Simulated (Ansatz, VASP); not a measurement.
# Cu2H in VASP and in Ansatz

INCAR

```
PREC = Accurate ; ENCUT = 600
EDIFF = 1E-6 ; ISMEAR = 0
SIGMA = 0.1 ; LREAL = False
LASPH = True ; NELM = 60
ALGO = Normal ; ISIF = 3
LWAVE = False ; LCHARG = False
GGA = PE ; IBRION = 2
NSW = 90 ; EDIFFG = -0.04
```

The input KPOINTS:

```
Automatic mesh
0
Gamma
  6 6 6
```

Contents of POSCAR:

```
Cu2H
1.0
   -1.8732151953      1.8732151953      4.7085255926
    1.8732151953     -1.8732151953      4.7085255926
    1.8732151953      1.8732151953     -4.7085255926
Cu H
4 2
Direct
    0.2066000000      0.2066000000      0.0000000000
    0.9566000000      0.4566000000      0.5000000000
    0.5434000000      0.0434000000      0.5000000000
    0.7934000000      0.7934000000      0.0000000000
    0.0000000000      0.0000000000      0.0000000000
    0.7500000000      0.2500000000      0.5000000000
```

Input for Ansatz:

```yaml
crystal:
  lattice:
    - [-1.8732151953, 1.8732151953, 4.7085255926]
    - [1.8732151953, -1.8732151953, 4.7085255926]
    - [1.8732151953, 1.8732151953, -4.7085255926]
  atoms:
    - { symbol: Cu, position: [0.2066, 0.2066, 0.0] }
    - { symbol: Cu, position: [0.9566, 0.4566, 0.5] }
    - { symbol: Cu, position: [0.5434, 0.0434, 0.5] }
    - { symbol: Cu, position: [0.7934, 0.7934, 0.0] }
    - { symbol: H, position: [0.0, 0.0, 0.0] }
    - { symbol: H, position: [0.75, 0.25, 0.5] }
basis:
  ecutwfc: 420
kpoints:
  mp_grid: { grid: [6, 6, 6] }
hamiltonian:
  xc: pbe
scf:
  occupations: { method: gaussian, width: 0.1 }
  lower_state_search: "off"
output:
  forces: true
  stress: true
  eigenvalues: true
relax:
  adjacent_minimum: "off"
  f_tol: 0.04
  max_steps: 70
  cell: { stress_tol: 0.4 }
```

Alike in both runs: task relaxation of cell and atoms; functional PBE; k mesh 6 × 6 × 6; occupations gaussian, width 0.1 eV; no spin polarisation.

|  | VASP | Ansatz |
| --- | --- | --- |
| version | VASP 6.6.1 | Ansatz 0.2.0 |
| potentials or method | VASP PAW PBE potentials, release 64 (Cu, H), cutoff 600 eV | scalar-relativistic, plane waves, PAW |
| valence electrons in the cell | 46 | 78 |

VASP gave:

* gap on the k mesh at the Fermi level, each at its own relaxed structure (eV): none
* relaxed volume (Å³/atom): 8.92
* relaxed length of the cell vector where the two differ most in proportion (Å): 4.682

Problem. Which values does Ansatz return?

Solution. gap on the k mesh at the Fermi level, each at its own relaxed structure (eV): none; relaxed volume (Å³/atom): 8.91; relaxed length of the cell vector where the two differ most in proportion (Å): 4.650.

A gap of «none» marks a metal or a gap that the smearing closes. VASP's potentials hold 46 valence electrons a cell and Ansatz's 78, so a difference there can come from the potentials and not from the codes.

The k mesh is coarse, so the values compare programs but aren't converged. Noted on VASP's run: the volume moved by over 15 % at a fixed basis, so the end points are rough.
